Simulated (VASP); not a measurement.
Here is a VASP 6.6.1 calculation.

Contents of INCAR:

```
SYSTEM = Ti
ALGO = Normal
EDIFF = 1E-7
ENCUT = 520
GGA = PS
ISIF = 2
ISMEAR = -1
LASPH = .True.
LCHARG = .False.
LREAL = .False.
LWAVE = .False.
NBANDS = 12
NELM = 100
PREC = Accurate
SIGMA = 0.08
```

File KPOINTS:

```
k-points
0
Gamma
  17 17 17
  0 0 0
```

Contents of POSCAR:

```
Ti
1.0
   -1.6410000000      1.6410000000      1.6081800000
    1.6410000000     -1.6410000000      1.6081800000
    1.6410000000      1.6410000000     -1.6081800000
Ti
1
Direct
    0.0000000000      0.0000000000      0.0000000000
```

Potentials or basis: VASP PAW PBE potentials, release 64 (Ti_sv).

The run is started by

```console
$ cat potpaw_PBE.64/Ti_sv/POTCAR > POTCAR
$ mpirun -np 1 vasp_std > vasp.out
```

(1) Estimate the pressure.

(2) What does it give for the band gap on the k mesh?

## Answers

(1) -4.8 GPa.

(2) zero (band 6 reaches 8.97 eV, above the bottom of band 7 at 7.38 eV).

Caveat: the cell differs from its parent crystal (zz strain of -2 %); the PAW data sets were made with another functional, which shifts forces and pressure a little.
